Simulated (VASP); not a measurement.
ZrB2:

```
Zr B
1.0
     3.17000    0.00000    0.00000
    -1.58500    2.74530    0.00000
     0.00000    0.00000    3.53300
Zr B
1 2
Direct
  0.00000 0.00000 0.00000
  0.33333 0.66667 0.50000
  0.66667 0.33333 0.50000
```

Base run:

| Item | Value |
| --- | --- |
| Program | VASP 6.6.1 |
| Functional | LDA |
| Potentials or basis | VASP PAW LDA potentials, release 64 (Zr_sv, B) |
| Cutoff | 520 eV |
| k mesh | 10 × 10 × 8 |
| Occupations | fermi-dirac, width 0.05 eV |
| Spin | no spin polarisation |

Its results: band gap on the k mesh zero (band 9 reaches 11.02 eV, above the bottom of band 10 at 10.22 eV); pressure -8.3 GPa.

**Question.** After a change of settings the same cell gave: band gap on the k mesh zero (band 9 reaches 11.17 eV, above the bottom of band 10 at 10.37 eV); pressure 3.6 GPa. Which change was it?
A. functional from LDA to PBE; potentials or basis from VASP PAW LDA potentials, release 64 (Zr_sv, B) to VASP PAW PBE potentials, release 64 (Zr_sv, B)
B. functional from LDA to PBEsol; potentials or basis from VASP PAW LDA potentials, release 64 (Zr_sv, B) to VASP PAW PBE potentials, release 64 (Zr_sv, B)
C. functional from LDA to revPBE; potentials or basis from VASP PAW LDA potentials, release 64 (Zr_sv, B) to VASP PAW PBE potentials, release 64 (Zr_sv, B)

**Answer.** C.

Caveats: the PAW data sets were made with another functional, which shifts forces and pressure a little (some runs).
